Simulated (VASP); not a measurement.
# Al2O (Fmmm) in VASP: notebook, part 2 of 2

VASP 6.6.1. The steps go on from the part before.

**6. Single point, PBE, collinear spin, ferromagnetic start**

This run uses another cell than the first one, of 15.79 Å³/atom.

Input file INCAR:

```
ALGO     = Normal         # electronic algorithm
EDIFF    = 1E-6           # SCF threshold, eV
ENCUT    = 520            # plane-wave cutoff, eV
GGA      = PE             # functional
ISIF     = 2              # what is computed and relaxed
ISMEAR   = 0              # smearing method
ISPIN    = 2              # spin polarisation
LASPH    = T              # aspherical terms in the spheres
LCHARG   = T              # write CHGCAR
LELF     = T              # ELF
LORBIT   = 11             # projections on sites
LREAL    = F              # projectors in reciprocal space
LVHAR    = T            
LWAVE    = F              # write WAVECAR
MAGMOM   = 0 0 1          # initial moments
NBANDS   = 17             # bands
NELM     = 150            # most SCF steps
PREC     = Accurate       # precision mode
SIGMA    = 0.1            # smearing width, eV
```

Input file KPOINTS:

```
k-points
0
Gamma
  6 6 6
```

Input file POSCAR:

```
Al2O
1.0
    0.0000000000      2.7696624500      3.9837538400
    2.1462966100      0.0000000000      3.9837538400
    2.1462966100      2.7696624500      0.0000000000
Al O
2 1
Direct
    0.5000000000      0.5000000000      0.0000000000
    0.0000000000      0.0000000000      0.5000000000
    0.0000000000      0.0000000000      0.0000000000
```

Potentials or basis: VASP PAW PBE potentials, release 64 (Al, O).

The run is started by

```sh
$ cat potpaw_PBE.64/Al/POTCAR potpaw_PBE.64/O/POTCAR > POTCAR
$ mpirun -np 1 vasp_std > vasp.out
```

OUTCAR:

```text
EDIFF = 1E-6
   ENCUT = 520
   GGA = PE
   ISIF = 2
   ISMEAR = 0
   ISPIN = 2
   LASPH = T
   LORBIT = 11
   LREAL = F
   NELM = 150
   PREC = Accurate

 ion  position               nearest neighbor table
   1  0.500  0.500  0.000-   3 1.75   3 1.75   2 2.15   2 2.15   2 2.77   2 2.77
   2  0.000  0.000  0.500-   3 1.75   3 1.75   1 2.15   1 2.15   1 2.77   1 2.77
   3  0.000  0.000  0.000-   2 1.75   2 1.75   1 1.75   1 1.75

  LATTYP: Found a face centered orthorhombic cell.
 ALAT       =     4.2925932200
 B/A-ratio  =     1.2904378813
 C/A-ratio  =     1.8561059182

  Lattice vectors:

 A1 = (   0.0000000000,   2.7696624500,   3.9837538400)
 A2 = (   2.1462966100,   0.0000000000,   3.9837538400)
 A3 = (   2.1462966100,   2.7696624500,   0.0000000000)

Analysis of symmetry for initial positions (statically):
=====================================================================
 Subroutine PRICEL returns:
 Original cell was already a primitive cell.

 Routine SETGRP: Setting up the symmetry group for a
 face centered orthorhombic supercell.

 Subroutine GETGRP returns: Found  8 space group operations
 (whereof  8 operations were pure point group operations)
 out of a pool of  8 trial point group operations.

The static configuration has the point symmetry D_2h.

Analysis of symmetry for dynamics (positions and initial velocities):
=====================================================================
 Subroutine PRICEL returns:
 Original cell was already a primitive cell.

 Routine SETGRP: Setting up the symmetry group for a
 face centered orthorhombic supercell.

 Subroutine GETGRP returns: Found  8 space group operations
 (whereof  8 operations were pure point group operations)
 out of a pool of  8 trial point group operations.

The dynamic configuration has the point symmetry D_2h.

Analysis of structural, dynamic, and magnetic symmetry:
=====================================================================
 Subroutine PRICEL returns:
[... 159 lines left out ...]
  energy without entropy =      -11.51770729  energy(sigma->0) =      -11.51999677

 E-fermi :   5.8409     XC(G=0):  -9.2400

 val. band max:        5.8017844945   @ k =  -0.1667   0.1667  -0.0000
 cond. band min:       5.8486953259   @ k =   0.0000   0.3333   0.3333
 fundamental gap:      0.0469108314
 Fermi energy:         5.8408637180

 spin component 1

 k-point     1 :       0.0000    0.0000    0.0000
  band No.  band energies     occupation
      1     -17.2221      1.00000
      2      -3.7716      1.00000
      3      -2.5645      1.00000
      4      -1.3267      1.00000
      5      -0.4387      1.00000
      6       8.2178      0.00000
[... 459 lines left out ...]
      6       5.3600      1.00000
[... 9 lines left out ...]
     16      19.0926      0.00000
     17      20.5050      0.00000

 [... further k-points ...]

 spin component 2

 k-point     1 :       0.0000    0.0000    0.0000
  band No.  band energies     occupation
      1     -17.2221      1.00000
      2      -3.7716      1.00000
      3      -2.5645      1.00000
      4      -1.3268      1.00000
      5      -0.4387      1.00000
      6       8.2178      0.00000
[... 459 lines left out ...]
      6       5.3600      1.00000
[... 9 lines left out ...]
     16      19.0926      0.00000
     17      20.5050      0.00000

 [... further k-points ...]

------------------------ aborting loop because EDIFF is reached ----------------------------------------

  FORCE on cell =-STRESS in cart. coord.  units (eV):
  Direction    XX          YY          ZZ          XY          YZ          ZX
  --------------------------------------------------------------------------------------
  -------------------------------------------------------------------------------------
  Total       24.7152086     13.4990013     -2.7613052      0.0000000      0.0000000      0.0000000
  in kB      836.0568105    456.6391551    -93.4083975      0.0000000      0.0000000      0.0000000
  external PRESSURE =     399.7625227 kB  Pullay stress =       0.0000000 kB

 VOLUME and BASIS-vectors are now :
 -----------------------------------------------------------------------------
  energy-cutoff  :      520.00
  volume of cell :       47.36
      direct lattice vectors                 reciprocal lattice vectors
     0.000000000  2.769662450  3.983753840    -0.232959414  0.180527414  0.125509763
     2.146296610  0.000000000  3.983753840     0.232959414 -0.180527414  0.125509763
     2.146296610  2.769662450  0.000000000     0.232959414  0.180527414 -0.125509763

 POSITION                                       TOTAL-FORCE (eV/Angst)
 -----------------------------------------------------------------------------------
      1.07315      1.38483      3.98375         0.000000      0.000000      0.000000
      1.07315      1.38483      0.00000        -0.000000      0.000000      0.000000
      0.00000      0.00000      0.00000        -0.000000     -0.000000      0.000000
 -----------------------------------------------------------------------------------
    total drift:                               -0.000000      0.000000      0.000000

  FREE ENERGIE OF THE ION-ELECTRON SYSTEM (eV)
  ---------------------------------------------------
  free  energy   TOTEN  =       -11.5222862374 eV

  energy  without entropy=      -11.5177072934  energy(sigma->0) =      -11.51999677

 total charge

# of ion       s       p       d       tot
------------------------------------------
    1        0.448   0.461   0.000   0.909
    2        0.448   0.461   0.000   0.909
    3        1.600   3.724   0.000   5.324
--------------------------------------------------
tot          2.496   4.646   0.000   7.142

 magnetization (x)

# of ion       s       p       d       tot
------------------------------------------
    1       -0.000  -0.000   0.000  -0.000
    2       -0.000  -0.000   0.000  -0.000
    3       -0.000  -0.000   0.000  -0.000
--------------------------------------------------
tot         -0.000  -0.000   0.000  -0.000
```

stdout:

```text
POSCAR found type information on POSCAR AlO
 POSCAR found :  2 types and       3 ions
 scaLAPACK will be used
 LDA part: xc-table for (Slater+PW92), standard interpolation
 POSCAR, INCAR and KPOINTS ok, starting setup
 FFT: planning ... GRIDC
 FFT: planning ... GRID_SOFT
 FFT: planning ... GRID
 WAVECAR not read
 entering main loop
```

Wall time 66 s (1 thread of Intel Xeon Platinum 8259CL at 2.50GHz (Skylake/Cascade Lake), shared host); peak memory 0.23 GiB.

What came out:

```yaml
Free_energy: -11.5223 eV
Pressure: 40.0 GPa
Band_gap_on_the_k_mesh: zero (filled and empty bands overlap)
Net_moment: 0.00 μB per cell
Valence_electrons_inside_the_program's_atomic_spheres: Al 0.91; O 5.32
```

Stress tensor (GPa, compression positive):
```
83.61  0.00  0.00
 0.00 45.66  0.00
 0.00  0.00 -9.34
```

Levels at points of the mesh, in eV from the Fermi level:
Spin up:
```
           k point  band 2  band 3  band 4  band 5  band 6  band 7  band 8  band 9  band 10  band 11
(0.00, 0.00, 0.00)   -9.61   -8.41   -7.17   -6.28    2.38    2.69    2.90    5.45     6.17     6.40
(0.50, 0.00, 0.00)  -11.05   -8.91   -7.06   -2.20   -1.91    0.28    2.88    4.87     7.74     8.73
(0.50, 0.50, 0.00)   -9.63   -8.44   -7.94   -5.24   -0.70    2.58    4.01    6.11     8.28     9.06
(0.50, 0.00, 0.50)  -11.38   -9.22   -6.75   -3.70   -0.88    2.36    3.17    4.07     4.99     6.04
(0.00, 0.50, 0.50)  -11.26   -9.30   -6.88   -3.67   -0.81    0.47    3.58    3.68     6.50     6.66
```
Spin down:
| k point | band 2 | band 3 | band 4 | band 5 | band 6 | band 7 | band 8 | band 9 | band 10 | band 11 |
| --- | --- | --- | --- | --- | --- | --- | --- | --- | --- | --- |
| (0.00, 0.00, 0.00) | -9.61 | -8.41 | -7.17 | -6.28 | 2.38 | 2.69 | 2.90 | 5.45 | 6.17 | 6.40 |
| (0.50, 0.00, 0.00) | -11.05 | -8.91 | -7.06 | -2.20 | -1.91 | 0.28 | 2.88 | 4.87 | 7.74 | 8.73 |
| (0.50, 0.50, 0.00) | -9.63 | -8.44 | -7.94 | -5.24 | -0.70 | 2.58 | 4.01 | 6.11 | 8.28 | 9.06 |
| (0.50, 0.00, 0.50) | -11.38 | -9.22 | -6.75 | -3.70 | -0.88 | 2.36 | 3.17 | 4.07 | 4.99 | 6.04 |
| (0.00, 0.50, 0.50) | -11.26 | -9.30 | -6.88 | -3.67 | -0.81 | 0.47 | 3.58 | 3.68 | 6.50 | 6.66 |

Caveat: the cell stands under pressure.

**7. Overview**

```tsv
task	spin	cell	cutoff (eV)	gap on the mesh (eV)	pressure (GPa)	moment (μB)
single point	off	a = 4.312, b = 3.880, c = 4.006 Å, angles 66.3, 55.5, 58.3°, 3 atoms, atomic positions A	520	none	0.0	-
single point	off	a = 4.852, b = 4.525, c = 3.504 Å, angles 73.1, 63.2, 43.7°, 3 atoms, atomic positions A	520	none	40.0	-
relaxation of cell and atoms	off	relaxed from a = 4.852, b = 4.525, c = 3.504 Å, angles 73.1, 63.2, 43.7°, 3 atoms, atomic positions A	600	none	0.0	-
single point	collinear, ferromagnetic start	a = 4.312, b = 4.006, c = 3.880 Å, angles 66.3, 58.3, 55.5°, 3 atoms, atomic positions B	520	none	0.0	0.00
single point	collinear, ferromagnetic start	a = 4.852, b = 4.525, c = 3.504 Å, angles 73.1, 63.2, 43.7°, 3 atoms, atomic positions A	520	none	40.0	0.00
```

Alike in all rows: level PBE; potentials or basis VASP PAW PBE potentials, release 64 (Al, O); k mesh 6 × 6 × 6; smearing gaussian 0.1 eV.

Caveats: the cell stands under pressure (at least some runs).

Absolute energies hang on the potentials; compare differences alone.
